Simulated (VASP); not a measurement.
# C21O in VASP: single point with PBE+D3(BJ)

Aim: the single point of C21O with PBE+D3(BJ).

Everything below comes from runs of VASP 6.6.1. Logs are shortened: lines on timing, memory, paths and dates and some standing lists are left out, and cuts for length are marked.

### 1 The cell of the first run

The cell holds a slab with vacuum, 22 atoms: a = 4.930 Å, b = 6.611 Å, c = 23.046 Å, α = 90.00°, β = 90.00°, γ = 90.00°.

### 2 Single point, PBE+D3(BJ)

INCAR

```
SYSTEM = C21O
PREC = Accurate ; ENCUT = 520
EDIFF = 1E-6 ; ISMEAR = 0
SIGMA = 0.05 ; LREAL = Auto
LASPH = .TRUE. ; NELM = 60
ALGO = Normal ; ISIF = 2
LWAVE = .FALSE. ; LCHARG = .TRUE.
LDIPOL = .TRUE. ; IDIPOL = 3
DIPOL = 0.5 0.5 0.300 ; GGA = PE
IVDW = 12 ; LELF = .TRUE.
LVHAR = .TRUE. ; LVACPOTAV = .TRUE.
NBANDS = 62
```

KPOINTS

```
Automatic mesh
0
G
  6 4 1
  0 0 0
```

POSCAR

```
C21O
1.0
    4.9298676348      0.0000000000      0.0000000000
    0.0000000000      6.6106466029      0.0000000000
    0.0000000000      0.0000000000     23.0462285946
C O
21 1
Direct
    0.2500000000      0.6298229082      0.1735641901
    0.7500000000      0.6298229082      0.1735641901
    0.0000000000      0.5373434205      0.1893644698
    0.5000000000      0.5373434205      0.1893644698
    0.0000000000      0.3522116844      0.2208793344
    0.5000000000      0.3522116844      0.2208793344
    0.2500000000      0.2597321967      0.2366796141
    0.7500000000      0.2597321967      0.2366796141
    0.2500000000      0.0746004606      0.2681944787
    0.7500000000      0.0746004606      0.2681944787
    0.0000000000      0.9836592811      0.2844332683
    0.5000000000      0.9836592811      0.2844332683
    0.0000000000      0.7989713350      0.3169069768
    0.5000000000      0.7989713350      0.3169069768
    0.2500000000      0.7082723620      0.3324707277
    0.7500000000      0.7082723620      0.3324707277
    0.2500000000      0.5151741001      0.3643514146
    0.7500000000      0.5151741001      0.3643514146
    0.0000000000      0.4319289200      0.3773384682
    0.5000000000      0.4319289200      0.3773384682
    0.1250000000      0.9319289200      0.5660895248
    0.1250000000      0.9319289200      0.5161898202
```

Potentials or basis: VASP PAW PBE potentials, release 64 (C, O).

Run with:

```console
$ cat potpaw_PBE.64/C/POTCAR potpaw_PBE.64/O/POTCAR > POTCAR
$ mpirun -np 1 vasp_std > vasp.out
```

OUTCAR:

```text
SYSTEM = C21O
   PREC = Accurate
   ENCUT = 520
   EDIFF = 1E-6
   ISMEAR = 0
   LREAL = Auto
   LASPH = .TRUE.
   NELM = 60
   ISIF = 2
   GGA = PE
   IVDW = 12
 IVDW          = 12

 ion  position               nearest neighbor table
   1  0.250  0.630  0.174-   3 1.42   4 1.42
   2  0.750  0.630  0.174-   3 1.42   4 1.42
   3  0.000  0.537  0.189-   5 1.42   2 1.42   1 1.42
   4  0.500  0.537  0.189-   6 1.42   2 1.42   1 1.42
   5  0.000  0.352  0.221-   3 1.42   7 1.42   8 1.42
   6  0.500  0.352  0.221-   4 1.42   7 1.42   8 1.42
   7  0.250  0.260  0.237-   9 1.42   6 1.42   5 1.42
   8  0.750  0.260  0.237-  10 1.42   6 1.42   5 1.42
[... 8 lines left out ...]
  17  0.250  0.515  0.364-  19 1.38  20 1.38  15 1.47
  18  0.750  0.515  0.364-  19 1.38  20 1.38  16 1.47
  19  0.000  0.432  0.377-  17 1.38  18 1.38
  20  0.500  0.432  0.377-  17 1.38  18 1.38
  21  0.125  0.932  0.566-  22 1.15
  22  0.125  0.932  0.516-  21 1.15

  LATTYP: Found a simple orthorhombic cell.
 ALAT       =     4.9298676348
 B/A-ratio  =     1.3409379506
 C/A-ratio  =     4.6748169123

  Lattice vectors:

 A1 = (   4.9298676348,   0.0000000000,   0.0000000000)
 A2 = (   0.0000000000,   6.6106466029,   0.0000000000)
 A3 = (   0.0000000000,   0.0000000000,  23.0462285946)

Analysis of symmetry for initial positions (statically):
=====================================================================
 Subroutine PRICEL returns:
 Original cell was already a primitive cell.

 Routine SETGRP: Setting up the symmetry group for a
 simple orthorhombic supercell.

 Subroutine GETGRP returns: Found  1 space group operations
 (whereof  1 operations were pure point group operations)
 out of a pool of  8 trial point group operations.

The static configuration has the point symmetry C_1 .

Analysis of symmetry for dynamics (positions and initial velocities):
=====================================================================
 Subroutine PRICEL returns:
 Original cell was already a primitive cell.

 Routine SETGRP: Setting up the symmetry group for a
 simple orthorhombic supercell.

 Subroutine GETGRP returns: Found  1 space group operations
 (whereof  1 operations were pure point group operations)
 out of a pool of  8 trial point group operations.

The dynamic configuration has the point symmetry C_1 .

 Subroutine INISYM returns: Found  1 space group operations
 (whereof  1 operations are pure point group operations),
 and found     1 'primitive' translations

----------------------------------------------------------------------------------------

                                     Primitive cell

  volume of cell :     751.0677

  direct lattice vectors                    reciprocal lattice vectors
     4.929867635  0.000000000  0.000000000     0.202845203  0.000000000  0.000000000
     0.000000000  6.610646603  0.000000000     0.000000000  0.151271133  0.000000000
     0.000000000  0.000000000 23.046228595     0.000000000  0.000000000  0.043391048

  length of vectors
     4.929867635  6.610646603 23.046228595     0.202845203  0.151271133  0.043391048

  position of ions in fractional coordinates (direct lattice)
     0.250000000  0.629822908  0.173564190
     0.750000000  0.629822908  0.173564190
     0.000000000  0.537343421  0.189364470
     0.500000000  0.537343421  0.189364470
     0.000000000  0.352211684  0.220879334
     0.500000000  0.352211684  0.220879334
[... 14 lines left out ...]
     0.125000000  0.931928920  0.566089525
     0.125000000  0.931928920  0.516189820

  ion indices of the primitive-cell ions
   primitive index   ion index
                 1           1
                 2           2
                 3           3
                 4           4
                 5           5
                 6           6
[... 14 lines left out ...]
                21          21
                22          22

----------------------------------------------------------------------------------------

 KPOINTS: Automatic mesh

Automatic generation of k-mesh.
 Grid dimensions read from file:
 generate k-points for:    6    4    1

 Generating k-lattice:

  Cartesian coordinates                     Fractional coordinates (reciprocal lattice)
     0.033807534  0.000000000  0.000000000     0.166666667  0.000000000  0.000000000
     0.000000000  0.037817783  0.000000000     0.000000000  0.250000000  0.000000000
     0.000000000  0.000000000  0.043391048     0.000000000  0.000000000  1.000000000

  Length of vectors
     0.033807534  0.037817783  0.043391048

  Shift w.r.t. Gamma in fractional coordinates (k-lattice)
     0.000000000  0.000000000  0.000000000

 Subroutine IBZKPT returns following result:
 ===========================================

 Found     14 irreducible k-points:

 Following reciprocal coordinates:
            Coordinates               Weight
  0.000000  0.000000  0.000000      1.000000
  0.166667  0.000000  0.000000      2.000000
  0.333333  0.000000  0.000000      2.000000
  0.500000  0.000000  0.000000      1.000000
  0.000000  0.250000  0.000000      2.000000
  0.166667  0.250000  0.000000      2.000000
  0.166667 -0.250000  0.000000      2.000000
  0.333333  0.250000  0.000000      2.000000
  0.333333 -0.250000  0.000000      2.000000
  0.500000  0.250000  0.000000      2.000000
  0.000000  0.500000  0.000000      1.000000
  0.166667  0.500000  0.000000      2.000000
  0.333333  0.500000  0.000000      2.000000
  0.500000  0.500000  0.000000      1.000000
   k-points           NKPTS =     14   k-points in BZ     NKDIM =     14   number of bands    NBANDS=     62
   number of dos      NEDOS =    301   number of ions     NIONS =     22
   total plane-waves  NPLWV = 360000
   dimension x,y,z NGX =    40 NGY =   50 NGZ =  180
   dimension x,y,z NGXF=    80 NGYF=  100 NGZF=  360
   ions per type =              21   1
   NGX,Y,Z   is equivalent  to a cutoff of  13.49, 12.57, 12.98 a.u.
   NGXF,Y,Z  is equivalent  to a cutoff of  26.98, 25.15, 25.97 a.u.
 SYSTEM =  C21O
   PREC   = accura    normal or accurate (medium, high low for compatibility)
   ISTART =      0    job   : 0-new  1-cont  2-samecut
   ICHARG =      2    charge: 1-file 2-atom 10-const
   ISPIN  =      1    spin polarized calculation?
   LNONCOLLINEAR =      F non collinear calculations
   LSORBIT =      F    spin-orbit coupling
   LASPH  =      T    aspherical Exc in radial PAW
   ENCUT  =  520.0 eV  38.22 Ry    6.18 a.u.   9.17 12.29 42.85*2*pi/ulx,y,z
   NELM   =     60;   NELMIN=  2; NELMDL= -5     # of ELM steps
   EDIFF  = 0.1E-05   stopping-criterion for ELM
   LREAL  =      T    real-space projection
   EDIFFG = 0.1E-04   stopping-criterion for IOM
   NSW    =      0    number of steps for IOM
   IBRION =     -1    ionic relax: 0-MD 1-quasi-New 2-CG
   NFREE  =      0    steps in history (QN), initial steepest desc. (CG)
   ISIF   =      2    stress and relaxation
   ISYM   =      2    0-nonsym 1-usesym 2-fastsym
   POTIM  = 0.5000    time-step for ionic-motion
   TEBEG  =    0.0;   TEEND  =   0.0 temperature during run
   PSTRESS=    0.0 pullay stress
   NELECT =      90.0000    total number of electrons
   NUPDOWN=      -1.0000    fix difference up-down
   EMIN   =  10.00;   EMAX   =-10.00  energy-range for DOS
   EFERMI =   0.00;   METHOD = LEGACY
   ISMEAR =     0;   SIGMA  =   0.05  broadening in eV -4-tet -1-fermi 0-gaus
   EFERMI_NEDOS =   21; number of points for ismear=-14 and -15
   IALGO  =     38    algorithm
   IMIX   =      4    mixing-type and parameters
     AMIX     =   0.40;   BMIX     =  1.00
     AMIX_MAG =   1.60;   BMIX_MAG =  1.00
  volume/ion in A,a.u.               =      34.14       230.38
  Fermi-wavevector in a.u.,A,eV,Ry     =   0.807104  1.525205  8.863057  0.651416
  Thomas-Fermi vector in A             =   1.915661
   LORBIT       =      0    0 simple, 1 ext, 2 COOP (PROOUT), +10 PAW based schemes
   GGA     = PE    functional components
   LHFCALC =     F    Hartree Fock is set to
   AEXX    =    0.0000 exact exchange contribution
   IVDW    =    12    specifies the selected vdW correction
   LEPSILON=     F    determine dielectric tensor
   LRPA    =     F    only Hartree local field effects (RPA)
 non-spin polarized calculation
 Gauss-broadening in eV      SIGMA  =   0.05
  energy-cutoff  :      520.00
  volume of cell :      751.07
 maximum number of plane-waves:     20276
 NGX is ok and might be reduce to    40
   NGX = 19   NGY = 25   NGZ = 85

 dipolmoment           0.000000      0.000000      0.010983 electrons x Angstroem

 number of electron      90.0000009 magnetization

 dipolmoment           0.000000      0.000000     -0.046299 electrons x Angstroem

 Free energy of the ion-electron system (eV)
  ---------------------------------------------------
  ext. energy  EPLUGINS =         0.00000000
  ---------------------------------------------------
  free energy    TOTEN  =      -186.09261411 eV

  energy without entropy =     -186.07155432  energy(sigma->0) =     -186.08208421

 E-fermi :  -3.0623     XC(G=0):  -3.6306

 val. band max:       -3.0650053468   @ k =   0.0000   0.2500   0.0000
 cond. band min:      -3.0519752663   @ k =   0.3333   0.0000   0.0000
 fundamental gap:      0.0130300805
 Fermi energy:        -3.0622849756

 k-point     1 :       0.0000    0.0000    0.0000
  band No.  band energies     occupation
      1     -26.9492      2.00000
      2     -22.0749      2.00000
      3     -21.3388      2.00000
      4     -20.3075      2.00000
      5     -18.9919      2.00000
      6     -17.8179      2.00000
[... 49 lines left out ...]
     56       1.4214      0.00000
     57       1.9095      0.00000

 k-point     2 :       0.1667    0.0000    0.0000
  band No.  band energies     occupation
      1     -26.9490      2.00000
      2     -21.9520      2.00000
      3     -21.2179      2.00000
      4     -20.1888      2.00000
      5     -19.0662      2.00000
      6     -18.8770      2.00000
[... 49 lines left out ...]
     56       1.5804      0.00000
     57       1.8834      0.00000
[... 658 lines left out ...]
     56       2.5297      0.00000
     57       2.9157      0.00000

 k-point    14 :       0.5000    0.5000    0.0000
  band No.  band energies     occupation
      1     -26.9486      2.00000
      2     -20.8931      2.00000
      3     -20.8927      2.00000
      4     -20.3740      2.00000
      5     -20.3738      2.00000
      6     -19.2853      2.00000
[... 49 lines left out ...]
     56       3.1235      0.00000
     57       3.4669      0.00000
 [bands above 57 left out]

------------------------ aborting loop because EDIFF is reached ----------------------------------------

 Edisp (eV)   -2.16473

 E8    (eV) :    -0.6439

  FORCE on cell =-STRESS in cart. coord.  units (eV):
  Direction    XX          YY          ZZ          XY          YZ          ZX
  --------------------------------------------------------------------------------------
  -------------------------------------------------------------------------------------
  Total       3.54244    -0.02095    -0.82687    -0.00035    -0.46045    -0.00005
  in kB       7.55674    -0.04470    -1.76389    -0.00075    -0.98224    -0.00012
  external pressure =        1.92 kB  Pullay stress =        0.00 kB

 VOLUME and BASIS-vectors are now :
 -----------------------------------------------------------------------------
  energy-cutoff  :      520.00
  volume of cell :      751.07
      direct lattice vectors                 reciprocal lattice vectors
     4.929867635  0.000000000  0.000000000     0.202845203  0.000000000  0.000000000
     0.000000000  6.610646603  0.000000000     0.000000000  0.151271133  0.000000000
     0.000000000  0.000000000 23.046228595     0.000000000  0.000000000  0.043391048

 POSITION                                       TOTAL-FORCE (eV/Angst)
 -----------------------------------------------------------------------------------
      1.23247      4.16354      4.00000         0.000041     -1.691868      1.102631
      3.69740      4.16354      4.00000        -0.000041     -1.691819      1.102592
      0.00000      3.55219      4.36414         0.000011      2.639899     -1.644905
      2.46493      3.55219      4.36414        -0.000012      2.639823     -1.644855
      0.00000      2.32835      5.09044         0.000004     -1.096626      0.622203
      2.46493      2.32835      5.09044        -0.000006     -1.096610      0.622233
[... 14 lines left out ...]
      0.61623      6.16065     13.04623        -0.000010      0.009049     -0.738768
      0.61623      6.16065     11.89623         0.000011     -0.008295      0.706667
 -----------------------------------------------------------------------------------
    total drift:                               -0.000002     -0.028417      0.000256

  FREE ENERGIE OF THE ION-ELECTRON SYSTEM (eV)
  ---------------------------------------------------
  free  energy   TOTEN  =      -188.2573406351 eV

  energy  without entropy=     -188.2362808440  energy(sigma->0) =     -188.24681074

 vacuum level on the upper side and lower side of the slab         2.456         2.713
```

It took 37 min on 1 thread of Oxide Virtual Turin-like, shared host; peak memory 0.86 GiB.

Results:

```
Free energy                : -188.2573 eV
Largest force              : 3.110 eV/Å
Band gap on the k mesh     : zero (bands 45 and 46 overlap by 0.12 eV)
Dispersion energy per atom : -0.098 eV
```

Forces in eV/Å, atoms in the order of the input:
```
C    0.000 -1.692  1.103
C    0.000 -1.692  1.103
C    0.000  2.640 -1.645
C    0.000  2.640 -1.645
C    0.000 -1.097  0.622
C    0.000 -1.097  0.622
C    0.000  0.361 -0.316
C    0.000  0.361 -0.316
C    0.000 -0.243  0.250
C    0.000 -0.243  0.250
C    0.000  0.111 -0.064
C    0.000  0.112 -0.065
C    0.001 -0.114  0.072
C   -0.001 -0.114  0.072
C   -0.001  0.106 -0.064
C    0.001  0.107 -0.065
C    0.000 -0.237  0.117
C    0.000 -0.236  0.115
C    0.000  0.165 -0.057
C   -0.001  0.161 -0.057
C    0.000  0.009 -0.739
O    0.000 -0.008  0.707
```
